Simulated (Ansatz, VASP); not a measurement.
## One calculation of Hg, two programs

```
Hg
1.0
     0.03117    2.36556    2.35428
     2.40751   -0.01052    2.39597
     2.37111    2.37085    0.02587
Hg
1
Direct
  0.00000 0.00000 0.00000
```

Alike in both runs: task single point; functional BLYP; k mesh 4 × 4 × 4; occupations gaussian, width 0.1 eV; collinear spin.

|  | VASP | Ansatz |
| --- | --- | --- |
| version | VASP 6.6.1 | Ansatz 0.2.0 |
| potentials or method | VASP PAW PBE potentials, release 64 (Hg), cutoff 520 eV | scalar-relativistic, plane waves, PAW |
| valence electrons in the cell | 12 | 20 |

|  | VASP | Ansatz | Ansatz less VASP |
| --- | --- | --- | --- |
| gap on the k mesh at the Fermi level (eV) | none | none | - |
| pressure (GPa) | 4.5 | 4.3 | -0.25 |
| traceless stress, the component that is largest in VASP (GPa) | -0.62 | -0.56 | +0.061 |
| net moment per atom (μB) | 0.00 | 0.00 | 0.000 |

VASP's potentials were made for PBE, not for BLYP. A gap of «none» marks a metal or a gap that the smearing closes. The functional is the same, so the differences come from potentials, cutoffs and numerics. VASP's potentials hold 12 valence electrons a cell and Ansatz's 20, so a difference there can come from the potentials and not from the codes. Ansatz's warnings: seeded moment not kept.

The k mesh is coarse, so the values compare programs but aren't converged. Neither program's run includes spin-orbit coupling.
